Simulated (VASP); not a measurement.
Write the native input for VASP 6.6.1 that does the following.

```yaml
Task: single point
Functional: PBE
Potentials_or_basis: VASP PAW PBE potentials, release 64 (Co)
Cutoff: 520 eV
k_mesh: 19 × 19 × 10
Occupations: fermi-dirac, width 0.05 eV
Spin: non-collinear spin, typed start, spin-orbit coupling
Starting_moments: "[[0.0, 0.0, 2.0], [0.0, 0.0, 2.0]] μB"
Dipole_correction: no
Further_INCAR_settings: ALGO = Normal; EDIFF = 1e-06; NBANDS = 30
```

The structure of Co lies in POSCAR:

```
Co
1.0
    2.5190008694      0.0000000000      0.0000000000
   -1.2595004347      2.1815187451      0.0000000000
    0.0000000000      0.0000000000      4.0910000000
Co
2
Direct
    0.3333333333      0.6666666667      0.2500000000
    0.6666666667      0.3333333333      0.7500000000
```

One way to write it, as run:

INCAR

```
PREC     = Accurate       # precision mode
ENCUT    = 520            # plane-wave cutoff, eV
EDIFF    = 1E-6           # SCF threshold, eV
ISMEAR   = -1             # smearing method
SIGMA    = 0.05           # smearing width, eV
LREAL    = F              # projectors in reciprocal space
LASPH    = T              # aspherical terms in the spheres
NELM     = 150            # most SCF steps
ALGO     = Normal         # electronic algorithm
ISIF     = 2              # what is computed and relaxed
LWAVE    = F              # write WAVECAR
LCHARG   = T              # write CHGCAR
LNONCOLLINEAR= T              # non-collinear magnetism
MAGMOM   = 0 0 2 0 0 2    # initial moments
LORBIT   = 11             # projections on sites
LSORBIT  = T              # spin-orbit coupling
GGA_COMPAT= F            
LORBMOM  = T            
LMAXMIX  = 4              # l up to which the mixer works
GGA      = PE             # functional
LVHAR    = T            
NBANDS   = 30             # bands
```

KPOINTS

```
regular mesh
0
Gamma
  19 19 10
```

Potentials or basis: VASP PAW PBE potentials, release 64 (Co).

The run is started by

```bash
$ cat potpaw_PBE.64/Co/POTCAR > POTCAR
$ mpirun -np 1 vasp_ncl > vasp.out
```

It gave:

```json
{
 "Pressure": "-7.2 GPa",
 "Net moment": "3.27 μB per cell",
 "Valence electrons inside the program's atomic spheres": "Co 8.21"
}
```

Caveat: the cell stands under tension.

Run time: 32 min on 1 thread of Oxide Virtual Turin-like Processor, on a shared host, peak memory 0.41 GiB.
